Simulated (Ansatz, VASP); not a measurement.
**AlIn2As3 in VASP and in Ansatz**

```
Al In As
1.0
     4.25295    0.00077   -0.00008
    -2.12581    3.68331   -0.00012
    -0.00041   -0.00094   21.03087
Al In As
2 4 6
Direct
  0.33360 0.66677 0.66666
  0.66649 0.33316 0.16666
  0.33343 0.66638 0.00394
  0.33354 0.66652 0.33098
  0.66646 0.33376 0.50395
  0.66652 0.33346 0.83098
  0.33311 0.66650 0.13166
  0.33305 0.66710 0.45787
  0.33312 0.66682 0.78489
  0.66691 0.33312 0.28488
  0.66697 0.33342 0.63167
  0.66680 0.33300 0.95786
```

Change from the starting cell: cell x1, atoms moved at random (sigma 0.05 Å) and cell strained at random (1.5 %), then relaxed without symmetry.

Alike in both runs: functional PBE; k mesh 6 × 6 × 1; occupations gaussian, width 0.2 eV; no spin polarisation.

Ansatz relaxed the structure, and its values are those at the end. VASP's run is a single point on that final structure, the one shown.

|  | VASP | Ansatz |
| --- | --- | --- |
| version | VASP 6.6.1 | Ansatz 0.2.0 |
| potentials or method | VASP PAW PBE potentials, release 64 (Al, In_d, As), cutoff 520 eV | scalar-relativistic, plane waves, PAW |
| valence electrons in the cell | 88 | 148 |

```tsv
	VASP	Ansatz	Ansatz less VASP
gap on the k mesh at the Fermi level (eV)	none	none	-
pressure (GPa)	0.1	0.0	-0.07
rms of the force components (eV/Å)	0.004	0.003	-0.0014
```

A gap of «none» marks a metal or a gap that the smearing closes. The functional is the same, so the differences come from potentials, cutoffs and numerics. VASP's potentials hold 88 valence electrons a cell and Ansatz's 148, so a difference there can come from the potentials and not from the codes.
